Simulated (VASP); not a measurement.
C: relaxation of shape and atoms at fixed volume with r2SCAN

Crystal: C.

```
C
1.0
     2.59096    0.00000    0.00000
    -1.29548    2.24384    0.00000
     0.00000    0.00000    8.54695
C
8
Direct
  0.00000 0.00000 0.09295
  0.00000 0.00000 0.59295
  0.00000 0.00000 0.40705
  0.00000 0.00000 0.90705
  0.33333 0.66667 0.15539
  0.66667 0.33333 0.65539
  0.33333 0.66667 0.34461
  0.66667 0.33333 0.84461
```

```json
{
  "Program": "VASP 6.6.1",
  "Task": "relaxation of shape and atoms at fixed volume",
  "Functional": "r2SCAN",
  "Potentials or basis": "VASP PAW PBE potentials, release 64 (C)",
  "Cutoff": "600 eV",
  "k mesh": "12 × 12 × 4",
  "Occupations": "gaussian, width 0.02 eV",
  "Spin": "no spin polarisation",
  "Dipole correction": "no",
  "Further INCAR settings": "ALGO = Normal; EDIFF = 1e-06; IBRION = 2; EDIFFG = -0.01; NSW = 50; ISIF = 4"
}
```

* Energy gained by relaxing: 0.0 meV/atom
* Ionic steps: 3
* Pressure after relaxing: -35.8 GPa
* Largest force after relaxing: 0.005 eV/Å
* Band gap on the k mesh: 4.54 eV (least direct gap 5.36 eV)

Forces on the atoms (eV/Å):
```
C    0.000  0.000 -0.005
C    0.000  0.000 -0.005
C    0.000  0.000  0.005
C    0.000  0.000  0.005
C    0.000  0.000 -0.002
C    0.000  0.000 -0.002
C    0.000  0.000  0.002
C    0.000  0.000  0.002
```

Final structure:
```
C
1.0
     2.59096    0.00000    0.00000
    -1.29548    2.24384    0.00000
     0.00000    0.00000    8.54693
C
8
Direct
  0.00000 0.00000 0.09297
  0.00000 0.00000 0.59297
  0.00000 0.00000 0.40703
  0.00000 0.00000 0.90703
  0.33333 0.66667 0.15533
  0.66667 0.33333 0.65533
  0.33333 0.66667 0.34467
  0.66667 0.33333 0.84467
```

Levels at points of the mesh, in eV from the valence-band top:
| k point | band 12 | band 13 | band 14 | band 15 | band 16 | band 17 | band 18 | band 19 | band 20 | band 21 |
| --- | --- | --- | --- | --- | --- | --- | --- | --- | --- | --- |
| (0.00, 0.00, 0.00) | -1.68 | -1.68 | -0.15 | 0.00 | 0.00 | 5.36 | 5.36 | 5.46 | 7.17 | 7.18 |
| (0.50, 0.00, 0.00) | -4.87 | -4.76 | -4.58 | -3.52 | -2.89 | 4.62 | 5.47 | 6.05 | 6.08 | 6.34 |
| (0.00, 0.00, 0.50) | -2.55 | -0.62 | -0.62 | -0.62 | -0.62 | 6.11 | 6.11 | 6.11 | 6.11 | 6.60 |
| (0.50, 0.00, 0.50) | -5.80 | -4.58 | -4.58 | -3.56 | -3.56 | 4.95 | 4.95 | 7.05 | 7.05 | 7.51 |

Wall time 20 min on 1 thread of Oxide Virtual Turin-like Processor, on a shared host, peak memory 0.19 GiB.

Caveat: the PAW data sets were made with another functional, which shifts forces and pressure a little. A k mesh can miss the band edges.
